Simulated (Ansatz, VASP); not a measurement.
**WC in VASP and in Ansatz**

Contents of INCAR:

```
PREC = Accurate
ENCUT = 600
EDIFF = 1E-6
ISMEAR = -1
SIGMA = 0.05
LREAL = False
LASPH = True
NELM = 120
ALGO = Normal
ISIF = 2
LWAVE = False
LCHARG = False
GGA = PE
NBANDS = 16
GGA_COMPAT = False
```

Contents of KPOINTS:

```
Automatic mesh
0
Gamma
  10 10 8
```

The input POSCAR:

```
WC
1.0
    2.9009900485      0.0000000000      0.0000000000
   -1.4504950242      2.5123310781      0.0000000000
    0.0000000000      0.0000000000      2.8280461283
W C
1 1
Direct
    0.0000000000      0.0000000000      0.0000000000
    0.6666666667      0.3333333333      0.5000000000
```

Input for Ansatz:

```yaml
crystal:
  lattice:
    - [2.900990048456, 0.0, 9.045805406343e-21]
    - [-1.450495024228, 2.512331078089, -4.522902703171e-21]
    - [8.822813592294e-21, -1.821580167609e-34, 2.828046128293]
  atoms:
    - { symbol: W, position: [-3.700743415525e-17, -1.226752076608e-33, -9.651049346533e-36] }
    - { symbol: C, position: [0.6666666666667, 0.3333333333333, 0.5] }
basis:
  ecutwfc: 420
  ecutrho_ratio: 4
kpoints:
  mp_grid: { grid: [10, 10, 8] }
hamiltonian:
  xc: pbe
scf:
  occupations: { method: fermi_dirac, width: 0.05 }
output:
  forces: true
  stress: true
```

Alike in both runs: task single point; functional PBE; k mesh 10 × 10 × 8; occupations fermi-dirac, width 0.05 eV; no spin polarisation.

|  | VASP | Ansatz |
| --- | --- | --- |
| version | VASP 6.6.1 | Ansatz 0.2.0 |
| potentials or method | VASP PAW PBE potentials, release 64 (W_sv, C), cutoff 600 eV | scalar-relativistic, plane waves, PAW |
| valence electrons in the cell | 18 | 18 |

Ansatz gave:

```
pressure (GPa)                                                : 8.5
traceless stress, the component that is largest in VASP (GPa) : 0.08
```

Problem. Which values does VASP return?

Solution. Pressure (GPa): 9.5; traceless stress, the component that is largest in VASP (GPa): 0.28.

Neither program's run includes spin-orbit coupling.
